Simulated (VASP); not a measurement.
Set up this calculation in VASP 6.6.1, as the native input.

```
Task                   : relaxation of cell and atoms
Functional             : r2SCAN
Potentials or basis    : VASP PAW PBE potentials, release 64 (V_sv)
Cutoff                 : 600 eV
k mesh                 : 20 × 20 × 20
Occupations            : gaussian, width 0.1 eV
Spin                   : no spin polarisation
Dipole correction      : no
Further INCAR settings : ALGO = Normal; EDIFF = 1e-07; IBRION = 2; EDIFFG = -0.002; NSW = 100; ISIF = 3
```

Crystal: V.

```
V
1.0
    -1.49475    1.49475    1.49475
     1.49475   -1.49475    1.49475
     1.49475    1.49475   -1.49475
V
1
Direct
  0.00000 0.00000 0.00000
```

The input as run:

POSCAR

```
V
1.0
   -1.4947504659      1.4947504659      1.4947504659
    1.4947504659     -1.4947504659      1.4947504659
    1.4947504659      1.4947504659     -1.4947504659
V
1
Direct
    0.0000000000      0.0000000000      0.0000000000
```

INCAR.step1

```
PREC = Accurate
ENCUT = 600
ISMEAR = 0
SIGMA = 0.1
LREAL = F
LASPH = T
NELM = 60
GGA = PE
ALGO = Normal
EDIFF = 1E-4
LWAVE = T
LCHARG = F
```

INCAR.step2

```
PREC = Accurate
ENCUT = 600
EDIFF = 1E-7
ISMEAR = 0
SIGMA = 0.1
LREAL = F
LASPH = T
NELM = 60
ALGO = Normal
ISIF = 3
LWAVE = F
LCHARG = F
METAGGA = R2SCAN
LMIXTAU = T
IBRION = 2
NSW = 100
EDIFFG = -0.002
ISTART = 1
```

KPOINTS

```
regular mesh
0
Gamma
  20 20 20
```

Potentials or basis: VASP PAW PBE potentials, release 64 (V_sv).

The run is started by

```console
$ cat potpaw_PBE.64/V_sv/POTCAR > POTCAR
$ cp INCAR.step1 INCAR
$ mpirun -np 1 vasp_std > vasp.out
$ cp INCAR.step2 INCAR
$ mpirun -np 1 vasp_std > vasp.out
```

Results of the run:

| Property | Result |
| --- | --- |
| Relaxed volume | 13.31 Å³/atom |
| Relaxed cell | a = 2.586 Å, b = 2.586 Å, c = 2.586 Å, α = 109.47°, β = 109.47°, γ = 109.47° |
| Space group after relaxing (to 0.05 Å) | Im-3m (No. 229) |
| Energy gained by relaxing | 0.1 meV/atom |
| Ionic steps | 3 |
| Pressure after relaxing | 0.0 GPa |

Caveat: the PAW data sets were made with another functional, which shifts forces and pressure a little.

It took 3.7 min on 1 thread of Intel Xeon 6975P-C, on a shared host, peak memory 0.18 GiB.
